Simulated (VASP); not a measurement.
A run of VASP 6.6.1 is set up as follows.

The input INCAR:

```
ALGO = Normal
EDIFF = 1E-7
EDIFFG = -0.01
ENCUT = 600
GGA = PS
GGA_COMPAT = False
IBRION = 2
ISIF = 3
ISMEAR = 1
IVDW = 12
LASPH = True
LCHARG = False
LREAL = False
LWAVE = False
NELM = 120
NELMIN = 4
NSW = 80
PREC = Accurate
SIGMA = 0.1
```

KPOINTS

```
k-points
0
Gamma
  12 12 11
```

POSCAR

```
Cu
1.0
    1.2184635000     -3.9763780000      0.0000000000
    1.2184635000      3.9763780000      0.0000000000
    0.0000000000      0.0000000000      2.4754960000
Cu
2
Direct
    0.1338670000      0.8661330000      0.2500000000
    0.8661330000      0.1338670000      0.7500000000
```

Potentials or basis: VASP PAW PBE potentials, release 64 (Cu).

Run with:

```console
$ cat potpaw_PBE.64/Cu/POTCAR > POTCAR
$ mpirun -np 1 vasp_std > vasp.out
```

Problem. Estimate the relaxed cell.

Solution. a = 4.086 Å, b = 4.086 Å, c = 2.437 Å, α = 90.00°, β = 90.00°, γ = 145.97°.

Problem. Estimate the dispersion energy per atom.

Solution. -0.544 eV.

Final structure:
```
Cu
1.0
     1.19568   -3.90675    0.00000
     1.19568    3.90675    0.00000
     0.00000    0.00000    2.43749
Cu
2
Cartesian
  1.1957 2.8647 0.6094
  1.1957 -2.8647 1.8281
```
